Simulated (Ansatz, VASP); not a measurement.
Two plane-wave programs on BaTiO3

```xyz
15
Lattice="2.8631 -1.6530 -2.3563 0.0000 3.3060 -2.3563 11.7796 6.8009 9.6532" Properties=species:S:1:pos:R:3 pbc="T T T"
Ba   10.7458    6.2041    1.8099
Ba    5.0197    2.8981   -2.9027
Ba    7.8827    4.5511   -0.5464
Ti    2.1566    1.2451   -1.6239
Ti    5.0197    2.8981    0.7324
Ti    7.8827    4.5511    3.0887
O     2.1566   -0.3728   -0.6885
O     5.0197    1.2802    1.6678
O     7.8827    2.9332    4.0241
O     0.7555    2.0541   -0.6885
O     3.6186    3.7070    1.6678
O     6.4816    5.3600    4.0241
O     3.5577    2.0541   -0.6885
O     6.4208    3.7070    1.6678
O     9.2839    5.3600    4.0241
```

Alike in both runs: task single point; functional PBE; k mesh 6 × 6 × 2; occupations gaussian, width 0.05 eV; no spin polarisation.

```csv
,VASP,Ansatz
version,VASP 6.6.1,Ansatz 0.2.0
potentials or method,"VASP PAW PBE potentials, release 64 (Ba_sv, Ti_sv, O), cutoff 520 eV","scalar-relativistic, plane waves, PAW"
valence electrons in the cell,120,120
```

|  | VASP | Ansatz | Ansatz less VASP |
| --- | --- | --- | --- |
| gap on the k mesh at the Fermi level (eV) | none | none | - |
| pressure (GPa) | -1.5 | -2.6 | -1.06 |
| traceless stress, the component that is largest in VASP (GPa) | 0.59 | 0.67 | +0.078 |
| rms of the force components (eV/Å) | 0.495 | 0.492 | -0.0029 |

Atom by atom the forces differ by 0.045 eV/Å (rms over components). A gap of «none» marks a metal or a gap that the smearing closes. With one functional, cell and mesh, what is left measures potentials, basis and numerics.

Neither program's run includes spin-orbit coupling.
